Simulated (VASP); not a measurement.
# GaN: single point with r2SCAN

GaN:

```
Ga N
1.0
     0.00000    2.20304    2.20304
     2.20304    0.00000    2.20304
     2.20304    2.20304    0.00000
Ga N
1 1
Direct
  0.00000 0.00000 0.00000
  0.75000 0.75000 0.75000
```

This cell differs from its parent crystal: volume changed by -6%.

| Property | Result |
| --- | --- |
| Program | VASP 6.6.1 |
| Task | single point |
| Functional | r2SCAN |
| Potentials or basis | VASP PAW PBE potentials, release 64 (Ga_d, N) |
| Cutoff | 520 eV |
| k mesh | 8 × 8 × 8 |
| Occupations | gaussian, width 0.01 eV |
| Spin | no spin polarisation |
| Dipole correction | no |
| Further INCAR settings | ALGO = Normal; EDIFF = 1e-06; NBANDS = 16 |

The pressure is 15.2 GPa and the band gap on the k mesh is 2.57 eV, direct.

Levels at points of the mesh, in eV from the valence-band top:
```
           k point  band 6  band 7  band 8  band 9  band 10  band 11  band 12  band 13
(0.00, 0.00, 0.00)  -13.47    0.00    0.00    0.00     2.57    11.45    11.45    11.45
(0.50, 0.00, 0.00)  -12.33   -7.63   -1.09   -1.09     5.65     9.80    11.36    11.36
(0.50, 0.50, 0.00)  -11.96   -6.51   -3.04   -3.04     3.79     7.65    13.13    15.71
```

It took 16 s on 1 thread of Intel(R) Xeon(R) 6975P-C (Granite Rapids), with other jobs on the host, peak memory 0.14 GiB.

Caveat: the PAW data sets were made with another functional, which shifts forces and pressure a little.
